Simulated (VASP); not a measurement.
**TePb: relaxation of cell and atoms with r2SCAN**

Crystal: TePb.

```
Te Pb
1.0
     0.00000    3.26784    3.26784
     3.26784    0.00000    3.26784
     3.26784    3.26784    0.00000
Te Pb
1 1
Direct
  0.50000 0.50000 0.50000
  0.00000 0.00000 0.00000
```

```
Program                : VASP 6.6.1
Task                   : relaxation of cell and atoms
Functional             : r2SCAN
Potentials or basis    : VASP PAW PBE potentials, release 64 (Te, Pb_d)
Cutoff                 : 600 eV
k mesh                 : 6 × 6 × 6
Occupations            : gaussian, width 0.01 eV
Spin                   : no spin polarisation
Target pressure        : 15 GPa
Dipole correction      : no
Further INCAR settings : ALGO = Normal; EDIFF = 1e-06; IBRION = 2; EDIFFG = -0.002; NSW = 100; ISIF = 3
```

The relaxed volume is 28.10 Å³/atom, the relaxed cell is a = 4.300 Å, b = 4.300 Å, c = 4.300 Å, α = 60.00°, β = 60.00°, γ = 60.00° and the space group after relaxing (to 0.1 Å) is Fm-3m (No. 225). The energy change on relaxing (the run minimises the enthalpy) is +261.0 meV/atom and the ionic steps are 8. The pressure after relaxing is 15.0 GPa and the band gap on the k mesh is 0.48 eV.

Step by step:
```tsv
step	energy change (eV)	largest force (eV/Å)	pressure (GPa)	volume (Å³)
1	0.0000	0.0000	0.01	69.79
2	3.7235	0.0000	66.87	41.74
3	0.4416	0.0000	13.40	57.11
4	0.5015	0.0000	14.60	56.42
5	0.5244	0.0000	15.05	56.18
6	0.5187	0.0000	14.98	56.24
7	0.5203	0.0000	14.97	56.22
8	0.5220	0.0000	14.99	56.20
```

Final structure:
```xyz
2
Lattice="0.0000 3.0402 3.0402 3.0402 0.0000 3.0402 3.0402 3.0402 0.0000" Properties=species:S:1:pos:R:3 pbc="T T T"
Te    3.0402    3.0402    3.0402
Pb    0.0000    0.0000    0.0000
```

Levels at points of the mesh, in eV from the valence-band top:
```
           k point  band 7  band 8  band 9  band 10  band 11  band 12  band 13  band 14
(0.00, 0.00, 0.00)   -5.19   -2.46   -2.46    -2.46     4.35     4.35     4.35     5.54
(0.50, 0.00, 0.00)  -10.29   -1.80   -1.80     0.00     0.48     0.68     0.68     9.07
(0.50, 0.50, 0.00)   -8.02   -6.50   -4.35    -4.35     2.56     6.39     6.39     8.21
```

Run time: 29 min on 1 thread of Intel Xeon 8259CL (shared host), peak memory 0.28 GiB.

Caveat: the cell is relaxed towards a set pressure, so the run minimises the enthalpy, not the energy; the volume moved by over 15 % at a fixed basis, so the end points are rough; the PAW data sets were made with another functional, which shifts forces and pressure a little; spin-orbit coupling is left out, which moves the levels of the heavy elements. A k mesh can miss the band edges.
